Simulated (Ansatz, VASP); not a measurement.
**Two plane-wave programs on TiSi4Mo**

```
Ti Si Mo
1.0
     3.56862    0.00000    0.00000
     0.00000    1.74430    6.88838
     0.00000   -1.74430    6.88838
Ti Si Mo
1 4 1
Direct
  0.50000 0.89275 0.89275
  0.50000 0.55567 0.55567
  0.00000 0.43706 0.43706
  0.50000 0.25048 0.25048
  0.00000 0.75356 0.75356
  0.00000 0.11048 0.11048
```

Alike in both runs: functional PBE; k mesh 10 × 12 × 12; occupations gaussian, width 0.1 eV; no spin polarisation.

Ansatz relaxed the structure, and its values are those at the end. VASP's run is a single point on that final structure, the one shown.

|  | VASP | Ansatz |
| --- | --- | --- |
| version | VASP 6.6.1 | Ansatz 0.2.0 |
| potentials or method | VASP PAW PBE potentials, release 64 (Ti_sv, Si, Mo_sv), cutoff 520 eV | scalar-relativistic, plane waves, PAW |
| valence electrons in the cell | 42 | 42 |

|  | VASP | Ansatz | Ansatz less VASP |
| --- | --- | --- | --- |
| gap on the k mesh at the Fermi level (eV) | none | none | - |
| pressure (GPa) | 0.0 | 0.0 | 0.00 |
| rms of the force components (eV/Å) | 0.005 | 0.002 | -0.0028 |

A gap of «none» marks a metal or a gap that the smearing closes.
